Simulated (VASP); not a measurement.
# Os (P6_3/mmc) in VASP: further runs

Runs on Os. Level: PBEsol. Tasks: single point, relaxation of volume and atoms at fixed shape.

All numbers are computed with VASP 6.6.1; they aren't measurements. Logs are shortened: lines on timing, memory, paths and dates and some standing lists are left out, and cuts for length are marked.

## (1) The cell of the first run

It takes space group P6_3/mmc (No. 194, hexagonal). The conventional cell has a = 2.728 Å, b = 2.728 Å, c = 4.310 Å, α = 90.00°, β = 90.00°, γ = 120.00°. Within 3.5 Å of Os (site symmetry -6m2) lie 12 Os at 2.67 to 2.73 Å.

## (2) Single point, PBEsol

INCAR reads:

```
SYSTEM = Os
PREC = Accurate
ENCUT = 520
EDIFF = 1E-6
ISMEAR = 0
SIGMA = 0.05
LREAL = .False.
LASPH = .True.
NELM = 100
ALGO = Normal
ISIF = 2
LWAVE = .False.
LCHARG = .False.
GGA = PS
NBANDS = 15
```

KPOINTS reads:

```
regular mesh
0
Gamma
  17 17 10
  0 0 0
```

POSCAR reads:

```
Os
1.0
    2.7280673948      0.0000000000      0.0000000000
   -1.3640336974      2.3625756671      0.0000000000
    0.0000000000      0.0000000000      4.3101689279
Os
2
Direct
    0.3333333333      0.6666666667      0.2500000000
    0.6666666667      0.3333333333      0.7500000000
```

Potentials or basis: VASP PAW PBE potentials, release 64 (Os).

Started as:

```sh
cat potpaw_PBE.64/Os/POTCAR > POTCAR
mpirun -np 1 vasp_std > vasp.out
```

OUTCAR:

```text
SYSTEM = Os
   PREC = Accurate
   ENCUT = 520
   EDIFF = 1E-6
   ISMEAR = 0
   LREAL = .False.
   LASPH = .True.
   NELM = 100
   ISIF = 2
   GGA = PS

 ion  position               nearest neighbor table
   1  0.333  0.667  0.250-   2 2.67   2 2.67   2 2.67   2 2.67   2 2.67   2 2.67
   2  0.667  0.333  0.750-   1 2.67   1 2.67   1 2.67   1 2.67   1 2.67   1 2.67

  LATTYP: Found a hexagonal cell.
 ALAT       =     2.7280673948
 C/A-ratio  =     1.5799349151

  Lattice vectors:

 A1 = (   2.7280673948,   0.0000000000,   0.0000000000)
 A2 = (  -1.3640336974,   2.3625756671,   0.0000000000)
 A3 = (   0.0000000000,   0.0000000000,   4.3101689279)

Analysis of symmetry for initial positions (statically):
=====================================================================
 Subroutine PRICEL returns:
 Original cell was already a primitive cell.

 Routine SETGRP: Setting up the symmetry group for a
 hexagonal supercell.

 Subroutine GETGRP returns: Found 24 space group operations
 (whereof 12 operations were pure point group operations)
 out of a pool of 24 trial point group operations.

The static configuration has the point symmetry D_3d.
 The point group associated with its full space group is D_6h.

Analysis of symmetry for dynamics (positions and initial velocities):
=====================================================================
 Subroutine PRICEL returns:
 Original cell was already a primitive cell.

 Routine SETGRP: Setting up the symmetry group for a
 hexagonal supercell.

 Subroutine GETGRP returns: Found 24 space group operations
 (whereof 12 operations were pure point group operations)
 out of a pool of 24 trial point group operations.

The dynamic configuration has the point symmetry D_3d.
 The point group associated with its full space group is D_6h.

 Subroutine INISYM returns: Found 24 space group operations
 (whereof 12 operations are pure point group operations),
 and found     1 'primitive' translations

----------------------------------------------------------------------------------------

                                     Primitive cell

  volume of cell :      27.7802

  direct lattice vectors                    reciprocal lattice vectors
     2.728067395  0.000000000  0.000000000     0.366559859  0.211633433  0.000000000
    -1.364033697  2.362575667  0.000000000     0.000000000  0.423266867  0.000000000
     0.000000000  0.000000000  4.310168928     0.000000000  0.000000000  0.232009468

  length of vectors
     2.728067395  2.728067395  4.310168928     0.423266867  0.423266867  0.232009468

  position of ions in fractional coordinates (direct lattice)
     0.333333333  0.666666667  0.250000000
     0.666666667  0.333333333  0.750000000

  ion indices of the primitive-cell ions
   primitive index   ion index
                 1           1
                 2           2

----------------------------------------------------------------------------------------

 KPOINTS: regular mesh

Automatic generation of k-mesh.
 Grid dimensions read from file:
 generate k-points for:   17   17   10

 Generating k-lattice:

  Cartesian coordinates                     Fractional coordinates (reciprocal lattice)
     0.021562345  0.012449025  0.000000000     0.058823529  0.000000000  0.000000000
     0.000000000  0.024898051  0.000000000     0.000000000  0.058823529  0.000000000
     0.000000000  0.000000000  0.023200947     0.000000000  0.000000000  0.100000000

  Length of vectors
     0.024898051  0.024898051  0.023200947

  Shift w.r.t. Gamma in fractional coordinates (k-lattice)
     0.000000000  0.000000000  0.000000000

 Subroutine IBZKPT returns following result:
 ===========================================

 Found    198 irreducible k-points:

 Following reciprocal coordinates:
            Coordinates               Weight
  0.000000  0.000000  0.000000      1.000000
  0.058824  0.000000  0.000000      6.000000
  0.117647 -0.000000  0.000000      6.000000
  0.176471 -0.000000  0.000000      6.000000
  0.235294 -0.000000  0.000000      6.000000
  0.294118 -0.000000  0.000000      6.000000
[... 16 lines left out ...]
  0.411765  0.117647  0.000000     12.000000
  0.176471  0.176471  0.000000      6.000000
 [... further k-points ...]
   k-points           NKPTS =    198   k-points in BZ     NKDIM =    198   number of bands    NBANDS=     15
   number of dos      NEDOS =    301   number of ions     NIONS =      2
   total plane-waves  NPLWV =  12800
   dimension x,y,z NGX =    20 NGY =   20 NGZ =   32
   dimension x,y,z NGXF=    40 NGYF=   40 NGZF=   64
   ions per type =               2
   NGX,Y,Z   is equivalent  to a cutoff of  12.19, 12.19, 12.34 a.u.
   NGXF,Y,Z  is equivalent  to a cutoff of  24.38, 24.38, 24.69 a.u.
 SYSTEM =  Os
   PREC   = accura    normal or accurate (medium, high low for compatibility)
   ISTART =      0    job   : 0-new  1-cont  2-samecut
   ICHARG =      2    charge: 1-file 2-atom 10-const
   ISPIN  =      1    spin polarized calculation?
   LNONCOLLINEAR =      F non collinear calculations
   LSORBIT =      F    spin-orbit coupling
   LASPH  =      T    aspherical Exc in radial PAW
   ENCUT  =  520.0 eV  38.22 Ry    6.18 a.u.   5.07  5.07  8.01*2*pi/ulx,y,z
   NELM   =    100;   NELMIN=  2; NELMDL= -5     # of ELM steps
   EDIFF  = 0.1E-05   stopping-criterion for ELM
   LREAL  =      F    real-space projection
   EDIFFG = 0.1E-04   stopping-criterion for IOM
   NSW    =      0    number of steps for IOM
   IBRION =     -1    ionic relax: 0-MD 1-quasi-New 2-CG
   NFREE  =      0    steps in history (QN), initial steepest desc. (CG)
   ISIF   =      2    stress and relaxation
   ISYM   =      2    0-nonsym 1-usesym 2-fastsym
   POTIM  = 0.5000    time-step for ionic-motion
   TEBEG  =    0.0;   TEEND  =   0.0 temperature during run
   PSTRESS=    0.0 pullay stress
   NELECT =      16.0000    total number of electrons
   NUPDOWN=      -1.0000    fix difference up-down
   EMIN   =  10.00;   EMAX   =-10.00  energy-range for DOS
   EFERMI =   0.00;   METHOD = LEGACY
   ISMEAR =     0;   SIGMA  =   0.05  broadening in eV -4-tet -1-fermi 0-gaus
   EFERMI_NEDOS =   21; number of points for ismear=-14 and -15
   IALGO  =     38    algorithm
   IMIX   =      4    mixing-type and parameters
     AMIX     =   0.40;   BMIX     =  1.00
     AMIX_MAG =   1.60;   BMIX_MAG =  1.00
  volume/ion in A,a.u.               =      13.89        93.73
  Fermi-wavevector in a.u.,A,eV,Ry     =   1.362082  2.573961 25.242430  1.855266
  Thomas-Fermi vector in A             =   2.488602
   LORBIT       =      0    0 simple, 1 ext, 2 COOP (PROOUT), +10 PAW based schemes
   GGA     = PS    functional components
   LHFCALC =     F    Hartree Fock is set to
   AEXX    =    0.0000 exact exchange contribution
   IVDW    =     0    specifies the selected vdW correction
   LEPSILON=     F    determine dielectric tensor
   LRPA    =     F    only Hartree local field effects (RPA)
 non-spin polarized calculation
 Gauss-broadening in eV      SIGMA  =   0.05
  energy-cutoff  :      520.00
  volume of cell :       27.78
 maximum number of plane-waves:       764
   NGX = 11   NGY = 11   NGZ = 17

 number of electron      15.9999998 magnetization

 Free energy of the ion-electron system (eV)
  ---------------------------------------------------
  ext. energy  EPLUGINS =         0.00000000
  ---------------------------------------------------
  free energy    TOTEN  =       -24.48376803 eV

  energy without entropy =      -24.48187945  energy(sigma->0) =      -24.48282374

 E-fermi :   9.4760     XC(G=0): -14.1951

 val. band max:        9.4754367484   @ k =   0.2941   0.1176   0.2000
 cond. band min:       9.4780364620   @ k =   0.2353   0.2353   0.2000
 fundamental gap:      0.0025997136
 Fermi energy:         9.4760493654

 k-point     1 :       0.0000    0.0000    0.0000
  band No.  band energies     occupation
      1      -1.6445      2.00000
      2       1.5175      2.00000
      3       6.3056      2.00000
      4       6.3056      2.00000
      5       6.5697      2.00000
      6       7.1606      2.00000
      7       7.1606      2.00000
      8       7.8325      2.00000
      9       7.8325      2.00000
     10       9.4140      1.92067
     11      11.1238      0.00000
     12      11.1238      0.00000
     13      18.5399      0.00000
     14      23.4465      0.00000
     15      26.1937      0.00000

 k-point     2 :       0.0588    0.0000    0.0000
  band No.  band energies     occupation
      1      -1.5026      2.00000
      2       1.6444      2.00000
      3       5.9924      2.00000
      4       6.4309      2.00000
      5       6.8431      2.00000
      6       7.0748      2.00000
      7       7.2776      2.00000
      8       7.6579      2.00000
      9       7.7298      2.00000
     10       8.7625      2.00000
     11      11.1958      0.00000
     12      11.9860      0.00000
     13      18.5304      0.00000
     14      23.7432      0.00000
     15      26.3805      0.00000

 k-point     3 :       0.1176   -0.0000    0.0000
  band No.  band energies     occupation
      1      -1.0902      2.00000
      2       1.9962      2.00000
      3       5.5372      2.00000
      4       6.8013      2.00000
      5       6.8148      2.00000
      6       6.9572      2.00000
      7       7.2719      2.00000
      8       7.4613      2.00000
      9       7.6226      2.00000
     10       8.1223      2.00000
     11      11.3754      0.00000
     12      13.4454      0.00000
     13      18.4767      0.00000
     14      24.5391      0.00000
     15      26.8562      0.00000
[... 343 lines left out ...]
 k-point    23 :       0.4118    0.1176    0.0000
  band No.  band energies     occupation
      1       2.5352      2.00000
      2       2.6782      2.00000
      3       2.8982      2.00000
      4       5.7321      2.00000
      5       5.9417      2.00000
      6       6.6955      2.00000
      7       7.5474      2.00000
      8      11.2558      0.00000
      9      11.5431      0.00000
     10      11.9412      0.00000
     11      13.8484      0.00000
     12      15.7271      0.00000
     13      19.1409      0.00000
     14      19.5635      0.00000
     15      22.0639      0.00000

 k-point    24 :       0.1765    0.1765    0.0000
  band No.  band energies     occupation
      1       1.4886      2.00000
      2       3.5612      2.00000
      3       4.1586      2.00000
      4       4.1698      2.00000
      5       5.9377      2.00000
      6       6.4162      2.00000
      7       7.4722      2.00000
      8       8.5492      2.00000
      9       9.6837      0.00000
     10      10.6210      0.00000
     11      11.7277      0.00000
     12      18.0143      0.00000
     13      18.7114      0.00000
     14      22.3358      0.00000
     15      22.8352      0.00000

 [... further k-points ...]

------------------------ aborting loop because EDIFF is reached ----------------------------------------

  FORCE on cell =-STRESS in cart. coord.  units (eV):
  Direction    XX          YY          ZZ          XY          YZ          ZX
  --------------------------------------------------------------------------------------
  -------------------------------------------------------------------------------------
  Total        0.0892830      0.0892830      0.0737995      0.0000000      0.0000000      0.0000000
  in kB        5.1492523      5.1492523      4.2562696      0.0000000      0.0000000      0.0000000
  external PRESSURE =       4.8515914 kB  Pullay stress =       0.0000000 kB

 VOLUME and BASIS-vectors are now :
 -----------------------------------------------------------------------------
  energy-cutoff  :      520.00
  volume of cell :       27.78
      direct lattice vectors                 reciprocal lattice vectors
     2.728067395  0.000000000  0.000000000     0.366559859  0.211633433  0.000000000
    -1.364033697  2.362575667  0.000000000     0.000000000  0.423266867  0.000000000
     0.000000000  0.000000000  4.310168928     0.000000000  0.000000000  0.232009468

 POSITION                                       TOTAL-FORCE (eV/Angst)
 -----------------------------------------------------------------------------------
     -0.00000      1.57505      1.07754         0.000000      0.000000      0.000000
      1.36403      0.78753      3.23263        -0.000000      0.000000      0.000000
 -----------------------------------------------------------------------------------
    total drift:                               -0.000000      0.000000     -0.000000

  FREE ENERGIE OF THE ION-ELECTRON SYSTEM (eV)
  ---------------------------------------------------
  free  energy   TOTEN  =       -24.4837680303 eV

  energy  without entropy=      -24.4818794480  energy(sigma->0) =      -24.48282374
```

Wall time 31 s (1 thread of Intel Xeon Platinum 8488C (Sapphire Rapids), shared host); peak memory 0.19 GiB.

Results:

| Item | Value |
| --- | --- |
| Free energy | -24.4838 eV |
| Pressure | 0.5 GPa |
| Band gap on the k mesh | zero (bands 8 and 9 overlap by 3.97 eV) |

Levels at points of the mesh, in eV from the Fermi level:
```csv
k point,band 5,band 6,band 7,band 8,band 9,band 10,band 11,band 12
"(0.00, 0.00, 0.00)",-2.91,-2.32,-2.32,-1.64,-1.64,-0.06,1.65,1.65
"(0.00, 0.00, 0.50)",-3.36,-3.36,-3.36,-3.36,0.84,0.84,0.84,0.84
```

Caveat: the PAW data sets were made with another functional, which shifts forces and pressure a little; spin-orbit coupling is left out, which moves the levels of the heavy elements.

## (3) Relaxation of volume and atoms at fixed shape, PBEsol

This run uses another cell than the first one, of 13.98 Å³/atom.

INCAR reads:

```
PREC = Accurate ; ENCUT = 600
EDIFF = 1E-7 ; ISMEAR = 0
SIGMA = 0.05 ; LREAL = F
LASPH = T ; NELM = 80
ALGO = Normal ; ISIF = 8
LWAVE = F ; LCHARG = F
GGA = PS ; IBRION = 2
NSW = 80 ; EDIFFG = -0.02
```

KPOINTS reads:

```
Automatic mesh
0
Gamma
  17 17 10
```

POSCAR reads:

```
Os
1.0
    2.7341000000      0.0000000000      0.0000000000
   -1.3670500000      2.3678000000      0.0000000000
    0.0000000000      0.0000000000      4.3197000000
Os
2
Direct
    0.3333333333      0.6666666667      0.2500000000
    0.6666666667      0.3333333333      0.7500000000
```

Potentials or basis: VASP PAW PBE potentials, release 64 (Os).

Started as:

```sh
cat potpaw_PBE.64/Os/POTCAR > POTCAR
mpirun -np 1 vasp_std > vasp.out
```

OUTCAR:

```text
PREC = Accurate
   ENCUT = 600
   EDIFF = 1E-7
   ISMEAR = 0
   LREAL = F
   LASPH = T
   NELM = 80
   ISIF = 8
   GGA = PS
   IBRION = 2
   NSW = 80
   EDIFFG = -0.02

 ion  position               nearest neighbor table
   1  0.333  0.667  0.250-   2 2.68   2 2.68   2 2.68   2 2.68   2 2.68   2 2.68
   2  0.667  0.333  0.750-   1 2.68   1 2.68   1 2.68   1 2.68   1 2.68   1 2.68

  LATTYP: Found a hexagonal cell.
 ALAT       =     2.7341000000
 C/A-ratio  =     1.5799348963

  Lattice vectors:

 A1 = (   2.7341000000,   0.0000000000,   0.0000000000)
 A2 = (  -1.3670500000,   2.3678000000,   0.0000000000)
 A3 = (   0.0000000000,   0.0000000000,   4.3197000000)

Analysis of symmetry for initial positions (statically):
=====================================================================
 Subroutine PRICEL returns:
 Original cell was already a primitive cell.

 Routine SETGRP: Setting up the symmetry group for a
 hexagonal supercell.

 Subroutine GETGRP returns: Found 24 space group operations
 (whereof 12 operations were pure point group operations)
 out of a pool of 24 trial point group operations.

The static configuration has the point symmetry D_3d.
[... 235 lines left out ...]
--------------------------------------- Ionic step        3  -------------------------------------------

 number of electron      16.0000001 magnetization

 Free energy of the ion-electron system (eV)
  ---------------------------------------------------
  ext. energy  EPLUGINS =         0.00000000
  ---------------------------------------------------
  free energy    TOTEN  =       -24.48474641 eV

  energy without entropy =      -24.48285531  energy(sigma->0) =      -24.48380086

 E-fermi :   9.4545     XC(G=0): -14.1866

 val. band max:        9.4540758454   @ k =   0.2941   0.1176   0.2000
 cond. band min:       9.4567095817   @ k =   0.2353   0.2353   0.2000
 fundamental gap:      0.0026337363
 Fermi energy:         9.4545362977

 k-point     1 :       0.0000    0.0000    0.0000
  band No.  band energies     occupation
      1      -1.6532      2.00000
      2       1.5095      2.00000
      3       6.2908      2.00000
      4       6.2908      2.00000
      5       6.5543      2.00000
      6       7.1438      2.00000
      7       7.1438      2.00000
      8       7.8144      2.00000
      9       7.8144      2.00000
     10       9.3919      1.92341
     11      11.0989      0.00000
     12      11.0989      0.00000
[... 331 lines left out ...]
 k-point    24 :       0.1765    0.1765    0.0000
  band No.  band energies     occupation
      1       1.4758      2.00000
      2       3.5505      2.00000
      3       4.1479      2.00000
      4       4.1586      2.00000
      5       5.9236      2.00000
      6       6.4007      2.00000
      7       7.4541      2.00000
      8       8.5297      2.00000
      9       9.6619      0.00000
     10      10.5967      0.00000
     11      11.7011      0.00000
     12      17.9772      0.00000

 [... further k-points ...]

------------------------ aborting loop because EDIFF is reached ----------------------------------------

  FORCE on cell =-STRESS in cart. coord.  units (eV):
  Direction    XX          YY          ZZ          XY          YZ          ZX
  --------------------------------------------------------------------------------------
  -------------------------------------------------------------------------------------
  Total        0.0042463      0.0042463     -0.0173107     -0.0000000      0.0000000     -0.0000000
  in kB        0.2445419      0.2445419     -0.9969257     -0.0000000      0.0000000     -0.0000000
  external PRESSURE =      -0.1692806 kB  Pullay stress =       0.0000000 kB
[... 17 lines left out ...]
  FREE ENERGIE OF THE ION-ELECTRON SYSTEM (eV)
  ---------------------------------------------------
  free  energy   TOTEN  =       -24.4847464088 eV

  energy  without entropy=      -24.4828553121  energy(sigma->0) =      -24.48380086

 reached required accuracy - stopping structural energy minimisation
```

Wall time 66 s (1 thread of Intel Xeon Platinum 8488C (Sapphire Rapids), shared host); peak memory 0.22 GiB.

What came out:

* Free energy: -24.4847 eV
* Relaxed volume: 13.91 Å³/atom
* Relaxed cell: a = 2.729 Å, b = 2.729 Å, c = 4.312 Å, α = 90.00°, β = 90.00°, γ = 120.00°
* Space group after relaxing (to 0.1 Å): P6_3/mmc (No. 194)
* Energy gained by relaxing: 0.5 meV/atom
* Ionic steps: 3
* Pressure after relaxing: 0.0 GPa
* Band gap on the k mesh: zero (bands 8 and 9 overlap by 3.97 eV)

The path:
| step | energy change (eV) | largest force (eV/Å) | pressure (GPa) | volume (Å³) |
| --- | --- | --- | --- | --- |
| 1 | 0.0000 | 0.0000 | -2.29 | 27.96 |
| 2 | 0.0213 | 0.0000 | 11.21 | 27.16 |
| 3 | -0.0011 | 0.0000 | -0.02 | 27.82 |

Final structure:
```xyz
2
Lattice="2.7294 0.0000 0.0000 -1.3647 2.3637 0.0000 0.0000 0.0000 4.3122" Properties=species:S:1:pos:R:3 pbc="T T T"
Os    0.0000    1.5758    1.0781
Os    1.3647    0.7879    3.2342
```

Caveat: the PAW data sets were made with another functional, which shifts forces and pressure a little; spin-orbit coupling is left out, which moves the levels of the heavy elements.
